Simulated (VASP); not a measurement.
# WSe2 (R3m) in VASP: relaxation of cell and atoms with PBEsol

Aim: the relaxation of cell and atoms of WSe2 with PBEsol.

Program: VASP 6.6.1. These are calculated values, not measurements. Logs are shortened: lines on timing, memory, paths and dates and some standing lists are left out, and cuts for length are marked.

## 1. The cell of the first run

The structure is trigonal, space group R3m (No. 160). The conventional cell has a = 3.272 Å, b = 3.272 Å, c = 19.979 Å, α = 90.00°, β = 90.00°, γ = 120.00°. W (site symmetry 3m) has 6 Se at 2.52 Å and 6 W at 3.27 Å within 3.3 Å. Within 3.4 Å of Se (site symmetry 3m) lie 3 W at 2.52 Å and 7 Se at 3.27 to 3.35 Å. Within 3.4 Å of Se (site symmetry 3m) lie 3 W at 2.52 Å and 7 Se at 3.27 to 3.35 Å.

## 2. Relaxation of cell and atoms, PBEsol

INCAR reads:

```
PREC     = Accurate       # precision mode
ENCUT    = 500            # plane-wave cutoff, eV
EDIFF    = 1E-7           # SCF threshold, eV
ISMEAR   = 0              # smearing method
SIGMA    = 0.02           # smearing width, eV
LREAL    = F              # projectors in reciprocal space
LASPH    = T              # aspherical terms in the spheres
NELM     = 120            # most SCF steps
ALGO     = Normal         # electronic algorithm
ISIF     = 3              # what is computed and relaxed
LWAVE    = F              # write WAVECAR
LCHARG   = F              # write CHGCAR
GGA      = PS             # functional
IBRION   = 2              # ionic algorithm
NSW      = 80             # ionic steps
EDIFFG   = -0.015         # ionic threshold
GGA_COMPAT= F            
NELMIN   = 4
```

KPOINTS reads:

```
Automatic mesh
0
Gamma
  6 6 4
```

POSCAR reads:

```
WSe2
1.0
    0.0000000000     -5.6678959878      0.0000000000
    4.9085419115     -2.8339479939      0.0000000000
    0.0000000000     -1.8892986626      6.6597821245
W Se
3 6
Direct
    0.6660029054      0.6666666667      0.0019912838
    0.3326695721      0.3333333333      0.0019912838
    0.9993362387      1.0000000000      0.0019912838
    0.2488960864      0.6666666667      0.2533117409
    0.9155627530      0.3333333333      0.2533117409
    0.5822294197      1.0000000000      0.2533117409
    0.4164010082      0.6666666667      0.7507969753
    0.0830676749      0.3333333333      0.7507969753
    0.7497343416      0.0000000000      0.7507969753
```

Potentials or basis: VASP PAW PBE potentials, release 64 (W_sv, Se).

The run is started by

```sh
> cat potpaw_PBE.64/W_sv/POTCAR potpaw_PBE.64/Se/POTCAR > POTCAR
> mpirun -np 1 vasp_std > vasp.out
```

OUTCAR:

```text
PREC = Accurate
   ENCUT = 500
   EDIFF = 1E-7
   ISMEAR = 0
   LREAL = F
   LASPH = T
   NELM = 120
   ISIF = 3
   GGA = PS
   IBRION = 2
   NSW = 80
   EDIFFG = -0.015
   NELMIN = 4

 ion  position               nearest neighbor table
   1  0.666  0.667  0.002-   9 2.52   7 2.52   8 2.52   4 2.52   6 2.52   5 2.52   3 3.27   2 3.27
                             3 3.27   2 3.27   2 3.27   3 3.27
   2  0.333  0.333  0.002-   9 2.52   8 2.52   7 2.52   6 2.52   5 2.52   4 2.52   3 3.27   1 3.27
                             3 3.27   1 3.27   1 3.27   3 3.27
   3  0.999  0.000  0.002-   9 2.52   8 2.52   7 2.52   6 2.52   5 2.52   4 2.52   1 3.27   2 3.27
                             2 3.27   1 3.27   2 3.27   1 3.27
   4  0.249  0.667  0.253-   1 2.52   3 2.52   2 2.52
   5  0.916  0.333  0.253-   3 2.52   1 2.52   2 2.52
   6  0.582  0.000  0.253-   3 2.52   2 2.52   1 2.52
   7  0.416  0.667  0.751-   3 2.52   1 2.52   2 2.52
   8  0.083  0.333  0.751-   3 2.52   2 2.52   1 2.52
   9  0.750  0.000  0.751-   3 2.52   2 2.52   1 2.52

  LATTYP: Found a base centered monoclinic cell.
 ALAT       =     5.6678959878
 B/A-ratio  =     1.7320508076
 C/A-ratio  =     1.2213672298
 COS(beta)  =    -0.2729181897

  Lattice vectors:

 A1 = (   4.9085419115,   2.8339479939,   0.0000000000)
 A2 = (  -4.9085419115,   2.8339479939,   0.0000000000)
 A3 = (   0.0000000000,  -1.8892986626,   6.6597821245)

Analysis of symmetry for initial positions (statically):
=====================================================================
 Subroutine PRICEL returns following result:

  LATTYP: Found a trigonal (rhomboedric) cell.
 ALAT       =     6.9225824215
 COS(alpha) =     0.8882734925

  Lattice vectors:

 A1 = (   0.0000000000,  -1.8892986626,   6.6597821245)
 A2 = (   1.6361806375,   0.9446493319,   6.6597821245)
 A3 = (  -1.6361806370,   0.9446493316,   6.6597821245)

   3 primitive cells build up your supercell.

 Routine SETGRP: Setting up the symmetry group for a
 base centered monoclinic supercell.

 Subroutine GETGRP returns: Found  2 space group operations
 (whereof  2 operations were pure point group operations)
 out of a pool of  4 trial point group operations.

The static configuration has the point symmetry C_1h.

Analysis of symmetry for dynamics (positions and initial velocities):
=====================================================================
 Subroutine PRICEL returns following result:

  LATTYP: Found a trigonal (rhomboedric) cell.
 ALAT       =     6.9225824215
 COS(alpha) =     0.8882734925

  Lattice vectors:

 A1 = (   0.0000000000,  -1.8892986626,   6.6597821245)
 A2 = (   1.6361806375,   0.9446493319,   6.6597821245)
 A3 = (  -1.6361806370,   0.9446493316,   6.6597821245)

   3 primitive cells build up your supercell.

 Routine SETGRP: Setting up the symmetry group for a
 base centered monoclinic supercell.

 Subroutine GETGRP returns: Found  2 space group operations
 (whereof  2 operations were pure point group operations)
 out of a pool of  4 trial point group operations.

The dynamic configuration has the point symmetry C_1h.

 Subroutine INISYM returns: Found  2 space group operations
 (whereof  2 operations are pure point group operations),
 and found     3 'primitive' translations

----------------------------------------------------------------------------------------

                                     Primitive cell

  volume of cell :      61.7608

  direct lattice vectors                    reciprocal lattice vectors
     0.000000000 -1.889298663  6.659782125     0.000000000 -0.352864626  0.050051687
     1.636180637  0.944649332  6.659782125     0.305589730  0.176432313  0.050051687
    -1.636180637  0.944649332  6.659782125    -0.305589731  0.176432313  0.050051687

  length of vectors
     6.922582421  6.922582422  6.922582421     0.356396711  0.356396711  0.356396711

  position of ions in fractional coordinates (direct lattice)
     0.000663761  0.000663761  0.000663761
     0.417770580  0.417770580  0.417770580
     0.250265658  0.250265659  0.250265658

  ion indices of the primitive-cell ions
   primitive index   ion index
                 1           1
                 2           6
                 3           7

----------------------------------------------------------------------------------------

 KPOINTS: Automatic mesh

Automatic generation of k-mesh.
 Grid dimensions read from file:
 generate k-points for:    6    6    4

 Generating k-lattice:

  Cartesian coordinates                     Fractional coordinates (reciprocal lattice)
    -0.016977207 -0.029405386 -0.008341948     0.166666667  0.000000000  0.000000000
     0.033954415  0.000000000  0.000000000     0.000000000  0.166666667  0.000000000
     0.000000000  0.000000000  0.037538766     0.000000000  0.000000000  0.250000000

  Length of vectors
     0.034964130  0.033954415  0.037538766

  Shift w.r.t. Gamma in fractional coordinates (k-lattice)
     0.000000000  0.000000000  0.000000000

 Subroutine IBZKPT returns following result:
 ===========================================

 Found     47 irreducible k-points:

 Following reciprocal coordinates:
            Coordinates               Weight
  0.000000  0.000000  0.000000      1.000000
  0.166667  0.000000  0.000000      4.000000
  0.333333 -0.000000 -0.000000      4.000000
  0.500000  0.000000 -0.000000      2.000000
  0.000000  0.166667  0.000000      2.000000
  0.333333  0.166667 -0.000000      2.000000
[... 16 lines left out ...]
 -0.333333  0.166667  0.250000      4.000000
 -0.166667  0.166667  0.250000      4.000000
 [... further k-points ...]
   k-points           NKPTS =     47   k-points in BZ     NKDIM =     47   number of bands    NBANDS=     46
   number of dos      NEDOS =    301   number of ions     NIONS =      9
   total plane-waves  NPLWV =  88200
   dimension x,y,z NGX =    42 NGY =   42 NGZ =   50
   dimension x,y,z NGXF=    84 NGYF=   84 NGZF=  100
   ions per type =               3   6
   NGX,Y,Z   is equivalent  to a cutoff of  12.32, 12.32, 12.01 a.u.
   NGXF,Y,Z  is equivalent  to a cutoff of  24.64, 24.64, 24.02 a.u.
 SYSTEM =  unknown system
   PREC   = accura    normal or accurate (medium, high low for compatibility)
   ISTART =      0    job   : 0-new  1-cont  2-samecut
   ICHARG =      2    charge: 1-file 2-atom 10-const
   ISPIN  =      1    spin polarized calculation?
   LNONCOLLINEAR =      F non collinear calculations
   LSORBIT =      F    spin-orbit coupling
   LASPH  =      T    aspherical Exc in radial PAW
   ENCUT  =  500.0 eV  36.75 Ry    6.06 a.u.  10.33 10.33 12.62*2*pi/ulx,y,z
   NELM   =    120;   NELMIN=  4; NELMDL= -5     # of ELM steps
   EDIFF  = 0.1E-06   stopping-criterion for ELM
   LREAL  =      F    real-space projection
   EDIFFG = -.1E-01   stopping-criterion for IOM
   NSW    =     80    number of steps for IOM
   IBRION =      2    ionic relax: 0-MD 1-quasi-New 2-CG
   NFREE  =      1    steps in history (QN), initial steepest desc. (CG)
   ISIF   =      3    stress and relaxation
   ISYM   =      2    0-nonsym 1-usesym 2-fastsym
   POTIM  = 0.5000    time-step for ionic-motion
   TEBEG  =    0.0;   TEEND  =   0.0 temperature during run
   PSTRESS=    0.0 pullay stress
   NELECT =      78.0000    total number of electrons
   NUPDOWN=      -1.0000    fix difference up-down
   EMIN   =  10.00;   EMAX   =-10.00  energy-range for DOS
   EFERMI =   0.00;   METHOD = LEGACY
   ISMEAR =     0;   SIGMA  =   0.02  broadening in eV -4-tet -1-fermi 0-gaus
   EFERMI_NEDOS =   21; number of points for ismear=-14 and -15
   IALGO  =     38    algorithm
   IMIX   =      4    mixing-type and parameters
     AMIX     =   0.40;   BMIX     =  1.00
     AMIX_MAG =   1.60;   BMIX_MAG =  1.00
  volume/ion in A,a.u.               =      20.59       138.93
  Fermi-wavevector in a.u.,A,eV,Ry     =   1.226954  2.318607 20.482425  1.505416
  Thomas-Fermi vector in A             =   2.361935
   LORBIT       =      0    0 simple, 1 ext, 2 COOP (PROOUT), +10 PAW based schemes
   GGA     = PS    functional components
   LHFCALC =     F    Hartree Fock is set to
   AEXX    =    0.0000 exact exchange contribution
   IVDW    =     0    specifies the selected vdW correction
   LEPSILON=     F    determine dielectric tensor
   LRPA    =     F    only Hartree local field effects (RPA)
 conjugate gradient relaxation of ions
 non-spin polarized calculation
 Gauss-broadening in eV      SIGMA  =   0.02
  energy-cutoff  :      500.00
  volume of cell :      185.28
 maximum number of plane-waves:      4732
 NGX is ok and might be reduce to    42
   NGX = 21   NGY = 21   NGZ = 25

--------------------------------------- Ionic step        1  -------------------------------------------

 number of electron      77.9999995 magnetization

 Free energy of the ion-electron system (eV)
  ---------------------------------------------------
  ext. energy  EPLUGINS =         0.00000000
  ---------------------------------------------------
  free energy    TOTEN  =       -69.80739475 eV

  energy without entropy =      -69.80739475  energy(sigma->0) =      -69.80739475

------------------------ aborting loop because EDIFF is reached ----------------------------------------

  FORCE on cell =-STRESS in cart. coord.  units (eV):
  Direction    XX          YY          ZZ          XY          YZ          ZX
  --------------------------------------------------------------------------------------
  -------------------------------------------------------------------------------------
  Total        0.4661156      0.4665828      0.5507352      0.0000000      0.0005422      0.0000000
  in kB        4.0306010      4.0346415      4.7623252      0.0000000      0.0046882      0.0000000
  external PRESSURE =       4.2758559 kB  Pullay stress =       0.0000000 kB
[... 71 lines left out ...]
  energy  without entropy=      -69.8042428712  energy(sigma->0) =      -69.80424287

--------------------------------------- Ionic step        3  -------------------------------------------

 number of electron      77.9999995 magnetization

 Free energy of the ion-electron system (eV)
  ---------------------------------------------------
  ext. energy  EPLUGINS =         0.00000000
  ---------------------------------------------------
  free energy    TOTEN  =       -69.80815048 eV

  energy without entropy =      -69.80815048  energy(sigma->0) =      -69.80815048

 E-fermi :   5.9127     XC(G=0): -10.7647

 val. band max:        5.8209737642   @ k =   0.0000   0.0000   0.5000
 cond. band min:       6.9287332784   @ k =   0.0000   0.5000   0.0000
 fundamental gap:      1.1077595142
 Fermi energy:         5.9126988020

 k-point     1 :       0.0000    0.0000    0.0000
  band No.  band energies     occupation
      1     -68.3392      2.00000
      2     -68.3267      2.00000
      3     -68.3267      2.00000
      4     -32.6369      2.00000
      5     -32.6369      2.00000
      6     -32.6115      2.00000
[... 1165 lines left out ...]
     45       8.4534      0.00000
     46       8.4645      0.00000

 [... further k-points ...]

------------------------ aborting loop because EDIFF is reached ----------------------------------------

  FORCE on cell =-STRESS in cart. coord.  units (eV):
  Direction    XX          YY          ZZ          XY          YZ          ZX
  --------------------------------------------------------------------------------------
  -------------------------------------------------------------------------------------
  Total        0.0356810      0.0362554     -0.0618191      0.0000000      0.0002951      0.0000000
  in kB        0.3077967      0.3127517     -0.5332727      0.0000000      0.0025457      0.0000000
  external PRESSURE =       0.0290919 kB  Pullay stress =       0.0000000 kB
[... 24 lines left out ...]
  FREE ENERGIE OF THE ION-ELECTRON SYSTEM (eV)
  ---------------------------------------------------
  free  energy   TOTEN  =       -69.8081504765 eV

  energy  without entropy=      -69.8081504765  energy(sigma->0) =      -69.80815048

 reached required accuracy - stopping structural energy minimisation
```

Run time: 25 min. Hardware: 1 thread of Intel Xeon 8259CL, shared host; peak memory 0.49 GiB.

Results:

* Free energy: -69.8082 eV
* Relaxed volume: 20.64 Å³/atom
* Relaxed cell: a = 5.672 Å, b = 5.672 Å, c = 6.929 Å, α = 82.16°, β = 74.16°, γ = 60.00°
* Space group after relaxing (to 0.1 Å): R3m (No. 160)
* Energy gained by relaxing: 0.1 meV/atom
* Ionic steps: 3
* Pressure after relaxing: 0.0 GPa
* Band gap on the k mesh: 1.11 eV

Step by step:
```tsv
step	energy change (eV)	largest force (eV/Å)	pressure (GPa)	volume (Å³)
1	0.0000	0.0606	0.43	185.28
2	0.0032	0.1312	-0.94	186.76
3	-0.0008	0.0015	0.00	185.73
```

Final structure:
```
W Se
1.0
     0.00000   -5.67221   -0.00001
     4.91227   -2.83610    0.00000
     0.00000   -1.89073    6.66576
W Se
3 6
Cartesian
  3.2748 -5.6722 0.0133
  1.6374 -2.8361 0.0133
  0.0000 -5.6722 0.0133
  3.2748 -3.7815 1.6894
  1.6374 -6.6176 1.6894
  0.0000 -3.7815 1.6894
  3.2748 -5.6722 5.0037
  1.6374 -2.8361 5.0037
  0.0000 -5.6722 5.0037
```

Caveat: the PAW data sets were made with another functional, which shifts forces and pressure a little; spin-orbit coupling is left out, which moves the levels of the heavy elements; this functional lacks dispersion, which binds the layers, so the pressure and a relaxed spacing across them are unreliable.
